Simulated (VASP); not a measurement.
Write the native input for VASP 6.6.1 that does the following.

| Quantity | Value |
| --- | --- |
| Task | single point |
| Functional | PBEsol |
| Potentials or basis | VASP PAW PBE potentials, release 64 (Cd, S) |
| Cutoff | 520 eV |
| k mesh | 11 × 11 × 11 |
| Occupations | fermi-dirac, width 0.1 eV |
| Spin | no spin polarisation |
| Dipole correction | no |
| Further INCAR settings | ALGO = Normal; EDIFF = 1e-06; NBANDS = 16 |

The structure of CdS (zincblende type) lies in POSCAR:

```
CdS
1.0
    0.0000000000      2.9122013413      2.9122013413
    2.9122013413      0.0000000000      2.9122013413
    2.9122013413      2.9122013413      0.0000000000
Cd S
1 1
Direct
    0.0000000000      0.0000000000      0.0000000000
    0.2500000000      0.2500000000      0.2500000000
```

The input as run:

INCAR

```
ALGO = Normal ; EDIFF = 1E-6
ENCUT = 520 ; GGA = PS
ISIF = 2 ; ISMEAR = -1
LASPH = T ; LCHARG = F
LREAL = F ; LWAVE = F
NBANDS = 16 ; NELM = 60
PREC = Accurate ; SIGMA = 0.1
```

KPOINTS

```
k-points
0
Gamma
  11 11 11
```

Potentials or basis: VASP PAW PBE potentials, release 64 (Cd, S).

Run with:

```sh
$ cat potpaw_PBE.64/Cd/POTCAR potpaw_PBE.64/S/POTCAR > POTCAR
$ mpirun -np 1 vasp_std > vasp.out
```

Results of the run:

| Property | Result |
| --- | --- |
| Pressure | 0.4 GPa |
| Band gap on the k mesh | 1.02 eV, direct |

Caveat: the PAW data sets were made with another functional, which shifts forces and pressure a little.

Wall time 18 s on 1 thread of Intel(R) Xeon(R) 6975P-C (Granite Rapids), on a shared host, peak memory 0.19 GiB.
